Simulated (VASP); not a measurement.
# AlN (P6_3mc) in VASP: a series of runs

Runs on AlN. Level: PBEsol. Tasks: single point.

All numbers are computed with VASP 6.6.1; they aren't measurements. Logs are shortened: lines on timing, memory, paths and dates and some standing lists are left out, and cuts for length are marked.

## Step 1: The cell of the first run

Symmetry: P6_3mc, No. 186, hexagonal system. Conventional cell: a = 3.067 Å, b = 3.067 Å, c = 5.028 Å, α = 90.00°, β = 90.00°, γ = 120.00°. Al (site symmetry 3m) has 4 N at 1.87 to 1.90 Å within 2.5 Å. N (site symmetry 3m) has 4 Al at 1.87 to 1.90 Å within 2.5 Å.

## Step 2: Single point, PBEsol (strained cell)

The input, INCAR:

```
PREC     = Accurate       # precision mode
ENCUT    = 600            # plane-wave cutoff, eV
EDIFF    = 1E-6           # SCF threshold, eV
ISMEAR   = 0              # smearing method
SIGMA    = 0.02           # smearing width, eV
LREAL    = F              # projectors in reciprocal space
LASPH    = T              # aspherical terms in the spheres
NELM     = 120            # most SCF steps
ALGO     = Normal         # electronic algorithm
ISIF     = 2              # what is computed and relaxed
LWAVE    = F              # write WAVECAR
LCHARG   = T              # write CHGCAR
GGA      = PS             # functional
LELF     = T              # ELF
LVHAR    = T            
NBANDS   = 16             # bands
GGA_COMPAT= F
```

The input, KPOINTS:

```
Automatic mesh
0
Gamma
  9 9 4
```

The input, POSCAR:

```
AlN
1.0
    3.0670711286      0.0000000000      0.0000000000
   -1.5335355643      2.6561615126      0.0000000000
    0.0000000000      0.0000000000      5.0282589908
Al N
2 2
Direct
    0.3333333333      0.6666666667      0.0022230557
    0.6666666667      0.3333333333      0.5022230557
    0.3333333333      0.6666666667      0.3797769443
    0.6666666667      0.3333333333      0.8797769443
```

Potentials or basis: VASP PAW PBE potentials, release 64 (Al, N).

On the command line:

```console
$ cat potpaw_PBE.64/Al/POTCAR potpaw_PBE.64/N/POTCAR > POTCAR
$ mpirun -np 1 vasp_std > vasp.out
```

OUTCAR:

```text
PREC = Accurate
   ENCUT = 600
   EDIFF = 1E-6
   ISMEAR = 0
   LREAL = F
   LASPH = T
   NELM = 120
   ISIF = 2
   GGA = PS

 ion  position               nearest neighbor table
   1  0.333  0.667  0.002-   4 1.87   4 1.87   4 1.87   3 1.90   2 3.08   2 3.08   2 3.08   2 3.08
                             2 3.08   2 3.08
   2  0.667  0.333  0.502-   3 1.87   3 1.87   3 1.87   4 1.90   1 3.08   1 3.08   1 3.08   1 3.08
                             1 3.08   1 3.08
   3  0.333  0.667  0.380-   2 1.87   2 1.87   2 1.87   1 1.90
   4  0.667  0.333  0.880-   1 1.87   1 1.87   1 1.87   2 1.90

  LATTYP: Found a hexagonal cell.
 ALAT       =     3.0670711286
 C/A-ratio  =     1.6394334464

  Lattice vectors:

 A1 = (   3.0670711286,   0.0000000000,   0.0000000000)
 A2 = (  -1.5335355643,   2.6561615126,   0.0000000000)
 A3 = (   0.0000000000,   0.0000000000,   5.0282589908)

Analysis of symmetry for initial positions (statically):
=====================================================================
 Subroutine PRICEL returns:
 Original cell was already a primitive cell.

 Routine SETGRP: Setting up the symmetry group for a
 hexagonal supercell.

 Subroutine GETGRP returns: Found 12 space group operations
 (whereof  6 operations were pure point group operations)
 out of a pool of 24 trial point group operations.

The static configuration has the point symmetry C_3v.
 The point group associated with its full space group is C_6v.

Analysis of symmetry for dynamics (positions and initial velocities):
=====================================================================
 Subroutine PRICEL returns:
 Original cell was already a primitive cell.

 Routine SETGRP: Setting up the symmetry group for a
 hexagonal supercell.

 Subroutine GETGRP returns: Found 12 space group operations
 (whereof  6 operations were pure point group operations)
 out of a pool of 24 trial point group operations.

The dynamic configuration has the point symmetry C_3v.
 The point group associated with its full space group is C_6v.

 Subroutine INISYM returns: Found 12 space group operations
 (whereof  6 operations are pure point group operations),
 and found     1 'primitive' translations

----------------------------------------------------------------------------------------

                                     Primitive cell

[... 95 lines left out ...]
   LREAL  =      F    real-space projection
   EDIFFG = 0.1E-04   stopping-criterion for IOM
   NSW    =      0    number of steps for IOM
   IBRION =     -1    ionic relax: 0-MD 1-quasi-New 2-CG
   NFREE  =      0    steps in history (QN), initial steepest desc. (CG)
   ISIF   =      2    stress and relaxation
   ISYM   =      2    0-nonsym 1-usesym 2-fastsym
   POTIM  = 0.5000    time-step for ionic-motion
   TEBEG  =    0.0;   TEEND  =   0.0 temperature during run
   PSTRESS=    0.0 pullay stress
   NELECT =      16.0000    total number of electrons
   NUPDOWN=      -1.0000    fix difference up-down
   EMIN   =  10.00;   EMAX   =-10.00  energy-range for DOS
   EFERMI =   0.00;   METHOD = LEGACY
   ISMEAR =     0;   SIGMA  =   0.02  broadening in eV -4-tet -1-fermi 0-gaus
   EFERMI_NEDOS =   21; number of points for ismear=-14 and -15
   IALGO  =     38    algorithm
   IMIX   =      4    mixing-type and parameters
     AMIX     =   0.40;   BMIX     =  1.00
     AMIX_MAG =   1.60;   BMIX_MAG =  1.00
  volume/ion in A,a.u.               =      10.24        69.11
  Fermi-wavevector in a.u.,A,eV,Ry     =   1.196693  2.261422 19.484559  1.432075
  Thomas-Fermi vector in A             =   2.332627
   LORBIT       =      0    0 simple, 1 ext, 2 COOP (PROOUT), +10 PAW based schemes
   GGA     = PS    functional components
   LHFCALC =     F    Hartree Fock is set to
   AEXX    =    0.0000 exact exchange contribution
   IVDW    =     0    specifies the selected vdW correction
   LEPSILON=     F    determine dielectric tensor
   LRPA    =     F    only Hartree local field effects (RPA)
 non-spin polarized calculation
 Gauss-broadening in eV      SIGMA  =   0.02
  energy-cutoff  :      600.00
  volume of cell :       40.96
 maximum number of plane-waves:      1398
 NGX is ok and might be reduce to    28
   NGX = 13   NGY = 13   NGZ = 21

 number of electron      15.9999998 magnetization

 Free energy of the ion-electron system (eV)
  ---------------------------------------------------
  ext. energy  EPLUGINS =         0.00000000
  ---------------------------------------------------
  free energy    TOTEN  =       -31.28768800 eV

  energy without entropy =      -31.28768800  energy(sigma->0) =      -31.28768800

 E-fermi :   6.2516     XC(G=0): -11.1941

 val. band max:        6.1002265164   @ k =   0.0000   0.0000   0.0000
 cond. band min:      10.5184095749   @ k =   0.0000   0.0000   0.0000
 fundamental gap:      4.4181830585
 Fermi energy:         6.2515615329

 k-point     1 :       0.0000    0.0000    0.0000
  band No.  band energies     occupation
      1      -9.0323      2.00000
      2      -6.8872      2.00000
      3       0.0165      2.00000
      4       5.4997      2.00000
      5       5.4997      2.00000
      6       6.0924      2.00000
[... 433 lines left out ...]
      3       1.5726      2.00000
      4       1.7701      2.00000
      5       1.7701      2.00000
      6       3.1611      2.00000
[... 8 lines left out ...]
     15      19.4545      0.00000
     16      21.9616      0.00000

 [... further k-points ...]

------------------------ aborting loop because EDIFF is reached ----------------------------------------

  FORCE on cell =-STRESS in cart. coord.  units (eV):
  Direction    XX          YY          ZZ          XY          YZ          ZX
  --------------------------------------------------------------------------------------
  -------------------------------------------------------------------------------------
  Total        1.7955703      1.7955703     -0.0783445      0.0000000      0.0000000      0.0000000
  in kB       70.2290871     70.2290871     -3.0642416      0.0000000      0.0000000      0.0000000
  external PRESSURE =      45.7979776 kB  Pullay stress =       0.0000000 kB

 VOLUME and BASIS-vectors are now :
 -----------------------------------------------------------------------------
  energy-cutoff  :      600.00
  volume of cell :       40.96
      direct lattice vectors                 reciprocal lattice vectors
     3.067071129  0.000000000  0.000000000     0.326043955  0.188241565  0.000000000
    -1.533535564  2.656161513  0.000000000     0.000000000  0.376483130  0.000000000
     0.000000000  0.000000000  5.028258991     0.000000000  0.000000000  0.198875993

 POSITION                                       TOTAL-FORCE (eV/Angst)
 -----------------------------------------------------------------------------------
     -0.00000      1.77077      0.01118         0.000000      0.000000      0.002234
      1.53354      0.88539      2.52531         0.000000     -0.000000      0.002234
     -0.00000      1.77077      1.90962         0.000000      0.000000     -0.002234
      1.53354      0.88539      4.42375        -0.000000      0.000000     -0.002234
 -----------------------------------------------------------------------------------
    total drift:                               -0.000000      0.000000     -0.000220

  FREE ENERGIE OF THE ION-ELECTRON SYSTEM (eV)
  ---------------------------------------------------
  free  energy   TOTEN  =       -31.2876879956 eV

  energy  without entropy=      -31.2876879956  energy(sigma->0) =      -31.28768800
```

Run time: 21 s. Hardware: 1 thread of Intel Xeon Platinum 8375C at 2.90GHz (Ice Lake), shared host; peak memory 0.18 GiB.

Results:

| Item | Value |
| --- | --- |
| Free energy | -31.2877 eV |
| Pressure | 4.6 GPa |
| Band gap on the k mesh | 4.42 eV |

Forces on the atoms (eV/Å):
```
Al   0.000  0.000  0.002
Al   0.000  0.000  0.002
N    0.000  0.000 -0.002
N    0.000  0.000 -0.002
```

Stress tensor (GPa, compression positive):
```
 7.02  0.00  0.00
 0.00  7.02  0.00
 0.00  0.00 -0.31
```

Caveat: the cell differs from its parent crystal (strained cell); the cell stands under pressure; the PAW data sets were made with another functional, which shifts forces and pressure a little; an odd mesh through Γ misses points on the zone boundary, where band edges can lie.

## Step 3: Single point, PBEsol (strained cell)

The input, INCAR:

```
SYSTEM = AlN
PREC = Accurate ; ENCUT = 600
EDIFF = 1E-6 ; ISMEAR = 0
SIGMA = 0.02 ; LREAL = .FALSE.
LASPH = .TRUE. ; NELM = 120
ALGO = Normal ; ISIF = 2
LWAVE = .FALSE. ; LCHARG = .FALSE.
GGA = PS ; NBANDS = 16
GGA_COMPAT = .FALSE.
```

The input, KPOINTS:

```
Automatic mesh
0
G
  9 9 4
  0 0 0
```

The input, POSCAR:

```
AlN
1.0
    3.0670711286      0.0000000000      0.0000000000
   -1.5335355643      2.6561615126      0.0000000000
    0.0000000000      0.0000000000      5.0249163922
Al N
2 2
Direct
    0.3333333333      0.6666666667      0.0021683070
    0.6666666667      0.3333333333      0.5021683070
    0.3333333333      0.6666666667      0.3798316930
    0.6666666667      0.3333333333      0.8798316930
```

Potentials or basis: VASP PAW PBE potentials, release 64 (Al, N).

On the command line:

```console
$ cat potpaw_PBE.64/Al/POTCAR potpaw_PBE.64/N/POTCAR > POTCAR
$ mpirun -np 1 vasp_std > vasp.out
```

It took 20 s on 1 thread of Intel Xeon Platinum 8375C at 2.90GHz (Ice Lake), shared host; peak memory 0.18 GiB.

It converged, with:

- Free energy: -31.2877 eV
- Pressure: 4.7 GPa
- Band gap on the k mesh: 4.42 eV

Stress tensor (GPa, compression positive):
```
 7.10  0.00  0.00
 0.00  7.10  0.00
 0.00  0.00 -0.04
```

Levels at points of the mesh, in eV from the valence-band top:
| k point | band 4 | band 5 | band 6 | band 7 | band 8 | band 9 | band 10 | band 11 | band 12 | band 13 |
| --- | --- | --- | --- | --- | --- | --- | --- | --- | --- | --- |
| (0.00, 0.00, 0.00) | -0.61 | -0.61 | -0.01 | -0.01 | 0.00 | 4.42 | 7.10 | 10.65 | 11.56 | 11.56 |
| (0.00, 0.00, 0.50) | -3.38 | -0.32 | -0.32 | -0.32 | -0.32 | 6.77 | 6.77 | 10.42 | 10.42 | 11.88 |

Caveat: the cell differs from its parent crystal (strained cell); the cell stands under pressure; the PAW data sets were made with another functional, which shifts forces and pressure a little; an odd mesh through Γ misses points on the zone boundary, where band edges can lie.

## Step 4: Single point, PBEsol (strained cell)

The input, INCAR:

```
SYSTEM = AlN
PREC     = Accurate       ! precision mode
ENCUT    = 600            ! plane-wave cutoff, eV
EDIFF    = 1E-6           ! SCF threshold, eV
ISMEAR   = 0              ! smearing method
SIGMA    = 0.02           ! smearing width, eV
LREAL    = .FALSE.        ! projectors in reciprocal space
LASPH    = .TRUE.         ! aspherical terms in the spheres
NELM     = 120            ! most SCF steps
ALGO     = Normal         ! electronic algorithm
ISIF     = 2              ! what is computed and relaxed
LWAVE    = .FALSE.        ! write WAVECAR
LCHARG   = .FALSE.        ! write CHGCAR
GGA      = PS             ! functional
NBANDS   = 16             ! bands
GGA_COMPAT= .FALSE.
```

The input, KPOINTS:

```
regular mesh
0
G
  9 9 4
  0 0 0
```

The input, POSCAR:

```
AlN
1.0
    3.0670711286      0.0000000000      0.0000000000
   -1.5335355643      2.6561615126      0.0000000000
    0.0000000000      0.0000000000      5.0269993239
Al N
2 2
Direct
    0.3333333333      0.6666666667      0.0022044359
    0.6666666667      0.3333333333      0.5022044359
    0.3333333333      0.6666666667      0.3797955641
    0.6666666667      0.3333333333      0.8797955641
```

Potentials or basis: VASP PAW PBE potentials, release 64 (Al, N).

On the command line:

```console
$ cat potpaw_PBE.64/Al/POTCAR potpaw_PBE.64/N/POTCAR > POTCAR
$ mpirun -np 1 vasp_std > vasp.out
```

OUTCAR:

```text
SYSTEM = AlN
   PREC = Accurate
   ENCUT = 600
   EDIFF = 1E-6
   ISMEAR = 0
   LREAL = .FALSE.
   LASPH = .TRUE.
   NELM = 120
   ISIF = 2
   GGA = PS

 ion  position               nearest neighbor table
   1  0.333  0.667  0.002-   4 1.87   4 1.87   4 1.87   3 1.90   2 3.07   2 3.07   2 3.07   2 3.07
                             2 3.07   2 3.07
   2  0.667  0.333  0.502-   3 1.87   3 1.87   3 1.87   4 1.90   1 3.07   1 3.07   1 3.07   1 3.07
                             1 3.07   1 3.07
   3  0.333  0.667  0.380-   2 1.87   2 1.87   2 1.87   1 1.90
   4  0.667  0.333  0.880-   1 1.87   1 1.87   1 1.87   2 1.90

[... 661 lines left out ...]
  -------------------------------------------------------------------------------------
  Total        1.8022326      1.8022326     -0.0518079      0.0000000      0.0000000      0.0000000
  in kB       70.5073320     70.5073320     -2.0268397      0.0000000      0.0000000      0.0000000
  external PRESSURE =      46.3292748 kB  Pullay stress =       0.0000000 kB

 VOLUME and BASIS-vectors are now :
 -----------------------------------------------------------------------------
  energy-cutoff  :      600.00
  volume of cell :       40.95
      direct lattice vectors                 reciprocal lattice vectors
     3.067071129  0.000000000  0.000000000     0.326043955  0.188241565  0.000000000
    -1.533535564  2.656161513  0.000000000     0.000000000  0.376483130  0.000000000
     0.000000000  0.000000000  5.026999324     0.000000000  0.000000000  0.198925827

 POSITION                                       TOTAL-FORCE (eV/Angst)
 -----------------------------------------------------------------------------------
     -0.00000      1.77077      0.01108         0.000000      0.000000      0.001782
      1.53354      0.88539      2.52458        -0.000000      0.000000      0.001782
     -0.00000      1.77077      1.90923         0.000000      0.000000     -0.001782
      1.53354      0.88539      4.42273        -0.000000     -0.000000     -0.001782
 -----------------------------------------------------------------------------------
    total drift:                               -0.000000      0.000000     -0.000233

  FREE ENERGIE OF THE ION-ELECTRON SYSTEM (eV)
  ---------------------------------------------------
  free  energy   TOTEN  =       -31.2876835573 eV

  energy  without entropy=      -31.2876835573  energy(sigma->0) =      -31.28768356
```

OSZICAR:

```text
N       E                     dE             d eps       ncg     rms          rms(c)
DAV:   1     0.465722905334E+02    0.46572E+02   -0.80502E+03  1152   0.101E+03
DAV:   2    -0.319258267363E+02   -0.78498E+02   -0.72200E+02  1616   0.208E+02
DAV:   3    -0.358028964297E+02   -0.38771E+01   -0.38652E+01  1480   0.496E+01
DAV:   4    -0.358270644974E+02   -0.24168E-01   -0.24166E-01  1448   0.413E+00
DAV:   5    -0.358273722847E+02   -0.30779E-03   -0.30779E-03  1496   0.464E-01    0.119E+01
DAV:   6    -0.313399481462E+02    0.44874E+01   -0.96307E+00  1416   0.236E+01    0.421E+00
DAV:   7    -0.313254736424E+02    0.14475E-01   -0.67422E-01  1240   0.577E+00    0.290E+00
DAV:   8    -0.312920811082E+02    0.33393E-01   -0.70428E-02  1320   0.237E+00    0.529E-01
DAV:   9    -0.312874185064E+02    0.46626E-02   -0.11906E-02  1552   0.845E-01    0.242E-01
DAV:  10    -0.312877647732E+02   -0.34627E-03   -0.14238E-03  1256   0.244E-01    0.146E-01
DAV:  11    -0.312876839711E+02    0.80802E-04   -0.13812E-04  1440   0.899E-02    0.303E-02
DAV:  12    -0.312876835573E+02    0.41380E-06   -0.66031E-06  1376   0.216E-02
   1 F= -.31287684E+02 E0= -.31287684E+02  d E =-.987719E-29
```

Wall time 20 s (1 thread of Intel Xeon Platinum 8375C at 2.90GHz (Ice Lake), shared host); peak memory 0.18 GiB.

What came out:

```
Free energy            : -31.2877 eV
Pressure               : 4.6 GPa
Band gap on the k mesh : 4.42 eV
```

Levels at points of the mesh, in eV from the valence-band top:
| k point | band 6 | band 7 | band 8 | band 9 | band 10 | band 11 |
| --- | --- | --- | --- | --- | --- | --- |
| (0.00, 0.00, 0.00) | -0.01 | -0.01 | 0.00 | 4.42 | 7.11 | 10.65 |
| (0.00, 0.00, 0.50) | -0.31 | -0.31 | -0.31 | 6.77 | 6.77 | 10.42 |

Caveat: the cell differs from its parent crystal (strained cell); the cell stands under pressure; the PAW data sets were made with another functional, which shifts forces and pressure a little; an odd mesh through Γ misses points on the zone boundary, where band edges can lie.

## Step 5: The runs side by side

| cell | gap on the mesh (eV) | pressure (GPa) |
| --- | --- | --- |
| a = 3.067, b = 3.067, c = 5.028 Å, angles 90.0, 90.0, 120.0°, 4 atoms | 4.42 | 4.6 |
| a = 3.067, b = 3.067, c = 5.025 Å, angles 90.0, 90.0, 120.0°, 4 atoms | 4.42 | 4.7 |
| a = 3.067, b = 3.067, c = 5.027 Å, angles 90.0, 90.0, 120.0°, 4 atoms | 4.42 | 4.6 |

Alike in all rows: task single point; level PBEsol; potentials or basis VASP PAW PBE potentials, release 64 (Al, N); no spin polarisation; k mesh 9 × 9 × 4; cutoff (eV) 600; smearing gaussian 0.02 eV.

Caveats: the cell stands under pressure; the PAW data sets were made with another functional, which shifts forces and pressure a little; an odd mesh through Γ misses points on the zone boundary, where band edges can lie.

Total energies depend on the potentials used, so only differences within one code and one set of settings carry meaning.
